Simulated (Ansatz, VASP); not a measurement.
## InSb3: VASP beside Ansatz

INCAR

```
PREC = Accurate
ENCUT = 520
EDIFF = 1E-7
ISMEAR = 0
SIGMA = 0.15
LREAL = False
LASPH = True
NELM = 100
ALGO = Normal
ISIF = 2
LWAVE = False
LCHARG = True
GGA = PE
LELF = True
LVHAR = True
NBANDS = 22
```

The input KPOINTS:

```
Automatic mesh
0
Gamma
  8 8 8
```

POSCAR

```
InSb3
1.0
    4.7657240740     -0.1124036941     -0.1124036941
   -0.1124036941      4.7657240740     -0.1124036941
   -0.1124036941     -0.1124036941      4.7657240740
In Sb
1 3
Direct
    0.0000000000      0.0000000000      0.0000000000
    0.5000000000      0.0000000000      0.5000000000
    0.0000000000      0.5000000000      0.5000000000
    0.5000000000      0.5000000000      0.0000000000
```

Input for Ansatz:

```yaml
crystal:
  lattice:
    - [4.765724074, -0.1124036941, -0.1124036941]
    - [-0.1124036941, 4.765724074, -0.1124036941]
    - [-0.1124036941, -0.1124036941, 4.765724074]
  atoms:
    - { symbol: In, position: [0.0, 0.0, 0.0] }
    - { symbol: Sb, position: [0.5, 0.0, 0.5] }
    - { symbol: Sb, position: [0.0, 0.5, 0.5] }
    - { symbol: Sb, position: [0.5, 0.5, 0.0] }
basis:
  ecutwfc: 420
kpoints:
  mp_grid: { grid: [8, 8, 8] }
hamiltonian:
  xc: pbe
  pseudopotentials: { kind: paw, azcp: { folder: soft_1 } }
scf:
  occupations: { method: gaussian, width: 0.15 }
output:
  forces: true
  stress: true
  eigenvalues: true
```

Change from the starting cell: equal engineering shear yz, xz and xy -0.0467, equal normal strain along x, y and z -0.0100.

Alike in both runs: task single point; functional PBE; k mesh 8 × 8 × 8; occupations gaussian, width 0.15 eV; no spin polarisation.

|  | VASP | Ansatz |
| --- | --- | --- |
| version | VASP 6.6.1 | Ansatz 0.2.0 |
| potentials or method | VASP PAW PBE potentials, release 64 (In_d, Sb), cutoff 520 eV | scalar-relativistic, plane waves, PAW |
| valence electrons in the cell | 28 | 58 |

|  | VASP | Ansatz | Ansatz less VASP |
| --- | --- | --- | --- |
| gap on the k mesh at the Fermi level (eV) | none | none | - |
| pressure (GPa) | 1.8 | 1.9 | +0.09 |
| traceless stress, the component that is largest in VASP (GPa) | 0.68 | 0.68 | -0.001 |

A gap of «none» marks a metal or a gap that the smearing closes. With one functional, cell and mesh, what is left measures potentials, basis and numerics. VASP's potentials hold 28 valence electrons a cell and Ansatz's 58, so a difference there can come from the potentials and not from the codes.

Spin-orbit coupling is off throughout.
